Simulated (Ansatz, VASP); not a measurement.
# LuSi2: VASP beside Ansatz

```
CELL_PARAMETERS angstrom
3.75000 0.00000 0.00000
-1.87500 3.24760 0.00000
0.00000 0.00000 4.00950
ATOMIC_POSITIONS crystal
Lu 0.00000 0.00000 0.00000
Si 0.33333 0.66667 0.50000
Si 0.66667 0.33333 0.50000
```

Change from the starting cell: zz strain of -1 %, crystal datasets.

Alike in both runs: task electric field gradients; functional PBEsol; k mesh 13 × 13 × 10; occupations fermi-dirac, width 0.05 eV; no spin polarisation.

|  | VASP | Ansatz |
| --- | --- | --- |
| version | VASP 6.6.1 | Ansatz 0.2.0 |
| potentials or method | VASP PAW PBE potentials, release 64 (Lu, Si), cutoff 520 eV | all-electron PAW with datasets made for the crystal, scalar-relativistic |

|  | VASP | Ansatz | Ansatz less VASP |
| --- | --- | --- | --- |
| pressure (GPa) | 14.6 | 14.2 | -0.46 |
| traceless stress, the component that is largest in VASP (GPa) | -17.46 | -17.44 | +0.021 |
| size of Vzz on the site where it differs most (V/Å²) | 5.7 | 0.5 | -5.20 |

VASP's potentials were made for PBE, not for PBEsol. Ansatz ran all-electron here, and VASP with PAW potentials.

Neither program's run includes spin-orbit coupling.
